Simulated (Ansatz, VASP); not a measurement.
**Hf2N in VASP and in Ansatz**

INCAR

```
SYSTEM = Hf2N
  PREC = Accurate
  ENCUT = 520
  EDIFF = 1E-6
  ISMEAR = 0
  SIGMA = 0.15
  LREAL = .FALSE.
  LASPH = .TRUE.
  NELM = 60
  ALGO = Normal
  ISIF = 2
  LWAVE = .FALSE.
  LCHARG = .FALSE.
  GGA = CA
  NBANDS = 34
```

File KPOINTS:

```
regular mesh
0
G
  8 8 12
  0 0 0
```

The input POSCAR:

```
Hf2N
1.0
    5.6198096911      0.0000000000      0.0000000000
    0.0000000000      5.2521585898      0.0000000000
    0.0000000000      0.0000000000      3.2005839592
Hf N
4 2
Direct
    0.2954034337      0.2954034337      0.0000000000
    0.7045965663      0.7045965663      0.0000000000
    0.7954034337      0.2045965663      0.5000000000
    0.2045965663      0.7954034337      0.5000000000
    0.0000000000      0.0000000000      0.0000000000
    0.5000000000      0.5000000000      0.5000000000
```

Input for Ansatz:

```yaml
crystal:
  lattice:
    - [5.6198096911, 0.0, 0.0]
    - [0.0, 5.2521585898, 0.0]
    - [0.0, 0.0, 3.2005839592]
  atoms:
    - { symbol: Hf, position: [0.2954034337, 0.2954034337, 0.0] }
    - { symbol: Hf, position: [0.7045965663, 0.7045965663, 0.0] }
    - { symbol: Hf, position: [0.7954034337, 0.2045965663, 0.5] }
    - { symbol: Hf, position: [0.2045965663, 0.7954034337, 0.5] }
    - { symbol: "N", position: [0.0, 0.0, 0.0] }
    - { symbol: "N", position: [0.5, 0.5, 0.5] }
basis:
  ecutwfc: 520.0
kpoints:
  mp_grid: { grid: [8, 8, 12] }
hamiltonian:
  xc: lda
  pseudopotentials: { kind: paw, azcp: { folder: soft_1 } }
scf:
  occupations: { method: gaussian, width: 0.15 }
output:
  forces: true
  stress: true
  eigenvalues: true
```

Change from the starting cell: mode 4 frozen in at +0.000 Å, normal strain along x +0.0700.

Alike in both runs: task single point; functional LDA; k mesh 8 × 8 × 12; occupations gaussian, width 0.15 eV; no spin polarisation.

```csv
,VASP,Ansatz
version,VASP 6.6.1,Ansatz 0.2.0
potentials or method,"VASP PAW LDA potentials, release 64 (Hf_pv, N), cutoff 520 eV","scalar-relativistic, plane waves, PAW"
valence electrons in the cell,50,114
```

Ansatz gave:

| Property | Result |
| --- | --- |
| gap on the k mesh at the Fermi level (eV) | none |
| pressure (GPa) | -12.3 |
| traceless stress, the component that is largest in VASP (GPa) | -8.09 |
| rms of the force components (eV/Å) | 0.138 |

Q: Estimate VASP's values.

A: gap on the k mesh at the Fermi level (eV): none; pressure (GPa): -12.6; traceless stress, the component that is largest in VASP (GPa): -8.12; rms of the force components (eV/Å): 0.141.

Ansatz warns that its potentials were made for another functional, while VASP's fit it. LDA's correlation is that of Perdew and Zunger in VASP and of Perdew and Wang (1992) in Ansatz. Atom by atom the forces differ by 0.003 eV/Å (rms over components). A gap of «none» marks a metal or a gap that the smearing closes. VASP's potentials hold 50 valence electrons a cell and Ansatz's 114, so a difference there can come from the potentials and not from the codes.

Spin-orbit coupling is off throughout.
